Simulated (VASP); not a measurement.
# Ti (Im-3m) in VASP: notebook, part 2 of 2

VASP 6.6.1.

**5. Single point, r2SCAN, collinear spin (17.90 Å³/atom)**

This run uses another cell than the first one, of 17.90 Å³/atom.

POSCAR

```
Ti
1.0
   -1.6478810356      1.6478810356      1.6478810356
    1.6478810356     -1.6478810356      1.6478810356
    1.6478810356      1.6478810356     -1.6478810356
Ti
1
Direct
    0.0000000000      0.0000000000      0.0000000000
```

INCAR.step1

```
SYSTEM = Ti
  PREC = Accurate
  ENCUT = 520
  ISMEAR = -1
  SIGMA = 0.05
  LREAL = .False.
  LASPH = .True.
  NELM = 150
  ISPIN = 2
  MAGMOM = 1.059
  LMAXMIX = 4
  NBANDS = 16
  GGA = PE
  ALGO = Normal
  EDIFF = 1E-4
  LWAVE = .True.
  LCHARG = .False.
```

INCAR.step2

```
SYSTEM = Ti
  PREC = Accurate
  ENCUT = 520
  EDIFF = 1E-7
  ISMEAR = -1
  SIGMA = 0.05
  LREAL = .False.
  LASPH = .True.
  NELM = 150
  ALGO = Normal
  ISIF = 2
  LWAVE = .False.
  LCHARG = .True.
  ISPIN = 2
  MAGMOM = 1.059
  LORBIT = 11
  LMAXMIX = 4
  METAGGA = R2SCAN
  LMIXTAU = .True.
  LELF = .True.
  LVHAR = .True.
  NBANDS = 16
  ISTART = 1
```

KPOINTS

```
regular mesh
0
Gamma
  22 22 22
  0 0 0
```

On the command line:

```bash
$ cat potpaw_PBE.64/Ti_sv/POTCAR > POTCAR
$ cp INCAR.step1 INCAR
$ mpirun -np 1 vasp_std > vasp.out
$ cp INCAR.step2 INCAR
$ mpirun -np 1 vasp_std > vasp.out
```

Run time: 6 min. Hardware: 1 thread of Intel Xeon 6975P-C (Granite Rapids), shared host; peak memory 0.26 GiB.

The run converged. Its results:

| Property | Result |
| --- | --- |
| Free energy | -12.8155 eV |
| Pressure | -3.7 GPa |
| Band gap on the k mesh | zero (filled and empty bands overlap) |
| Net moment | 0.00 μB per cell |
| Valence electrons inside the program's atomic spheres | Ti 10.19 |

Levels at points of the mesh, in eV from the Fermi level:
Spin up:
```csv
k point,band 2,band 3,band 4,band 5,band 6,band 7,band 8,band 9,band 10,band 11
"(0.00, 0.00, 0.00)",-33.82,-33.82,-33.82,-6.28,1.11,1.11,1.11,2.83,2.83,17.87
"(0.50, 0.00, 0.00)",-34.45,-34.01,-33.82,-2.50,-0.30,0.87,2.83,3.16,4.32,8.83
"(0.50, 0.50, 0.50)",-34.25,-34.25,-34.25,-2.16,-2.16,3.97,3.97,3.97,8.50,8.50
```
Spin down:
```csv
k point,band 4,band 5,band 6,band 7,band 8,band 9
"(0.00, 0.00, 0.00)",-33.82,-6.28,1.11,1.11,1.11,2.82
"(0.50, 0.00, 0.00)",-33.82,-2.50,-0.30,0.87,2.83,3.16
"(0.50, 0.50, 0.50)",-34.25,-2.16,-2.16,3.97,3.97,3.97
```

Caveat: the cell stands under tension; the PAW data sets were made with another functional, which shifts forces and pressure a little.

**6. Single point, r2SCAN, collinear spin (18.62 Å³/atom)**

This run uses another cell than the first one, of 18.62 Å³/atom.

POSCAR

```
Ti
1.0
   -1.6695661676      1.6695661676      1.6695661676
    1.6695661676     -1.6695661676      1.6695661676
    1.6695661676      1.6695661676     -1.6695661676
Ti
1
Direct
    0.0000000000      0.0000000000      0.0000000000
```

INCAR.step1

```
SYSTEM = Ti
PREC = Accurate ; ENCUT = 520
ISMEAR = -1 ; SIGMA = 0.05
LREAL = .FALSE. ; LASPH = .TRUE.
NELM = 150 ; ISPIN = 2
MAGMOM = 1.059 ; LMAXMIX = 4
NBANDS = 16 ; GGA = PE
ALGO = Normal ; EDIFF = 1E-4
LWAVE = .TRUE. ; LCHARG = .FALSE.
```

INCAR.step2

```
SYSTEM = Ti
PREC = Accurate ; ENCUT = 520
EDIFF = 1E-7 ; ISMEAR = -1
SIGMA = 0.05 ; LREAL = .FALSE.
LASPH = .TRUE. ; NELM = 150
ALGO = Normal ; ISIF = 2
LWAVE = .FALSE. ; LCHARG = .FALSE.
ISPIN = 2 ; MAGMOM = 1.059
LORBIT = 11 ; LMAXMIX = 4
METAGGA = R2SCAN ; LMIXTAU = .TRUE.
NBANDS = 16 ; ISTART = 1
```

KPOINTS

```
regular mesh
0
G
  22 22 22
  0 0 0
```

Potentials or basis: VASP PAW PBE potentials, release 64 (Ti_sv).

On the command line:

```bash
$ cat potpaw_PBE.64/Ti_sv/POTCAR > POTCAR
$ cp INCAR.step1 INCAR
$ mpirun -np 1 vasp_std > vasp.out
$ cp INCAR.step2 INCAR
$ mpirun -np 1 vasp_std > vasp.out
```

OUTCAR:

```text
SYSTEM = Ti
   PREC = Accurate
   ENCUT = 520
   EDIFF = 1E-7
   ISMEAR = -1
   LREAL = .FALSE.
   LASPH = .TRUE.
   NELM = 150
   ISIF = 2
   ISPIN = 2
   LORBIT = 11
   METAGGA = R2SCAN
   ISTART = 1

 ion  position               nearest neighbor table
   1  0.000  0.000  0.000-

  LATTYP: Found a body centered cubic cell.
 ALAT       =     3.3391323352

  Lattice vectors:

 A1 = (  -1.6695661676,   1.6695661676,   1.6695661676)
 A2 = (   1.6695661676,  -1.6695661676,   1.6695661676)
 A3 = (   1.6695661676,   1.6695661676,  -1.6695661676)

Analysis of symmetry for initial positions (statically):
=====================================================================
 Subroutine PRICEL returns:
 Original cell was already a primitive cell.

 Routine SETGRP: Setting up the symmetry group for a
 body centered cubic supercell.

 Subroutine GETGRP returns: Found 48 space group operations
 (whereof 48 operations were pure point group operations)
 out of a pool of 48 trial point group operations.

The static configuration has the point symmetry O_h .

Analysis of symmetry for dynamics (positions and initial velocities):
=====================================================================
 Subroutine PRICEL returns:
 Original cell was already a primitive cell.

[... 631 lines left out ...]
     15      29.5742      0.00000
     16      31.5303      0.00000

 [... further k-points ...]

 spin component 2

 k-point     1 :       0.0000    0.0000    0.0000
  band No.  band energies     occupation
      1     -51.6598      1.00000
      2     -26.5330      1.00000
      3     -26.5330      1.00000
      4     -26.5330      1.00000
      5       1.2242      1.00000
      6       8.4795      0.00000
[... 435 lines left out ...]
      5       2.4616      1.00000
      6       8.0214      0.00001
[... 8 lines left out ...]
     15      29.5742      0.00000
     16      31.5303      0.00000

 [... further k-points ...]
[... 5 lines left out ...]
  --------------------------------------------------------------------------------------
  -------------------------------------------------------------------------------------
  Total       -0.8508090     -0.8508090     -0.8508090     -0.0000000      0.0000000      0.0000000
  in kB      -73.2270870    -73.2270870    -73.2270870     -0.0000000      0.0000000      0.0000000
  external PRESSURE =     -73.2270870 kB  Pullay stress =       0.0000000 kB

 VOLUME and BASIS-vectors are now :
 -----------------------------------------------------------------------------
  energy-cutoff  :      520.00
  volume of cell :       18.62
      direct lattice vectors                 reciprocal lattice vectors
    -1.669566168  1.669566168  1.669566168     0.000000000  0.299478996  0.299478996
     1.669566168 -1.669566168  1.669566168     0.299478996  0.000000000  0.299478996
     1.669566168  1.669566168 -1.669566168     0.299478996  0.299478996  0.000000000

 POSITION                                       TOTAL-FORCE (eV/Angst)
 -----------------------------------------------------------------------------------
      0.00000      0.00000      0.00000        -0.000000      0.000000     -0.000000
 -----------------------------------------------------------------------------------
    total drift:                                0.000000      0.000000      0.000000

  FREE ENERGIE OF THE ION-ELECTRON SYSTEM (eV)
  ---------------------------------------------------
  free  energy   TOTEN  =       -12.7909931795 eV

  energy  without entropy=      -12.7705347138  energy(sigma->0) =      -12.78076395

 total charge

# of ion       s       p       d       tot
------------------------------------------
    1        2.227   6.119   1.798  10.144

 magnetization (x)

# of ion       s       p       d       tot
------------------------------------------
    1        0.000   0.000  -0.000  -0.000
```

OSZICAR.step1:

```text
N       E                     dE             d eps       ncg     rms          rms(c)
DAV:   1     0.907440148987E+02    0.90744E+02   -0.57068E+03 21152   0.845E+02
DAV:   2    -0.443927453215E+01   -0.95183E+02   -0.91098E+02 23320   0.248E+02
DAV:   3    -0.865167850004E+01   -0.42124E+01   -0.41824E+01 25480   0.522E+01
DAV:   4    -0.873517477392E+01   -0.83496E-01   -0.83470E-01 25104   0.683E+00
DAV:   5    -0.873682385941E+01   -0.16491E-02   -0.16491E-02 24680   0.867E-01    0.888E+00
DAV:   6    -0.768257719181E+01    0.10542E+01   -0.15033E+00 21672   0.170E+01    0.232E+00
DAV:   7    -0.768843022685E+01   -0.58530E-02   -0.11140E-01 27376   0.295E+00    0.143E+00
DAV:   8    -0.769387281115E+01   -0.54426E-02   -0.19965E-02 22040   0.144E+00    0.832E-01
DAV:   9    -0.769934543269E+01   -0.54726E-02   -0.10630E-02 22248   0.965E-01    0.291E-01
DAV:  10    -0.769992848783E+01   -0.58306E-03   -0.10045E-03 27408   0.204E-01    0.889E-02
DAV:  11    -0.770025725813E+01   -0.32877E-03   -0.36004E-04 24272   0.114E-01    0.698E-02
DAV:  12    -0.770044911136E+01   -0.19185E-03   -0.84152E-05 13992   0.555E-02    0.604E-02
DAV:  13    -0.770057333394E+01   -0.12422E-03   -0.34281E-05 12144   0.346E-02    0.566E-02
DAV:  14    -0.770096555350E+01   -0.39222E-03   -0.55152E-04 25104   0.110E-01    0.308E-02
DAV:  15    -0.770111759716E+01   -0.15204E-03   -0.32513E-04 24368   0.795E-02    0.190E-02
DAV:  16    -0.770116850806E+01   -0.50911E-04   -0.17453E-04 19936   0.583E-02
   1 F= -.77011685E+01 E0= -.76905421E+01  d E =-.212527E-01  mag=     0.0044
```

It took 5.6 min on 1 thread of Intel Xeon 6975P-C (Granite Rapids), shared host; peak memory 0.27 GiB.

Results:

| Property | Result |
| --- | --- |
| Free energy | -12.7910 eV |
| Pressure | -7.3 GPa |
| Band gap on the k mesh | zero (filled and empty bands overlap) |
| Net moment | 0.00 μB per cell |
| Valence electrons inside the program's atomic spheres | Ti 10.14 |

Caveat: the cell stands under tension; the PAW data sets were made with another functional, which shifts forces and pressure a little.

**7. Summary**

| level | spin | cell | k mesh | smearing | grid for exact exchange (PRECFOCK) | share of exact exchange | gap on the mesh (eV) | pressure (GPa) | moment (μB) |
| --- | --- | --- | --- | --- | --- | --- | --- | --- | --- |
| r2SCAN | off | a = 2.820 Å, angles 109.5°, 1 atom | 7 × 7 × 7 | fermi-dirac 0.1 eV | - | - | none | 0.6 | - |
| r2SCAN0 | off | a = 2.820 Å, angles 109.5°, 1 atom | 7 × 7 × 7 | fermi-dirac 0.1 eV | Normal | 0.25 | none | 0.3 | - |
| r2SCAN | collinear | a = 2.854 Å, angles 109.5°, 1 atom | 22 × 22 × 22 | fermi-dirac 0.05 eV | - | - | none | -3.7 | 0.00 |
| r2SCAN | collinear | a = 2.892 Å, angles 109.5°, 1 atom | 22 × 22 × 22 | fermi-dirac 0.05 eV | - | - | none | -7.3 | 0.00 |

Alike in all rows: task single point; potentials or basis VASP PAW PBE potentials, release 64 (Ti_sv); cutoff (eV) 520.

Caveats: some runs use coarse meshes; the PAW data sets were made with another functional, which shifts forces and pressure a little; the cell stands under tension (at least some runs).

Absolute energies hang on the potentials; compare differences alone.
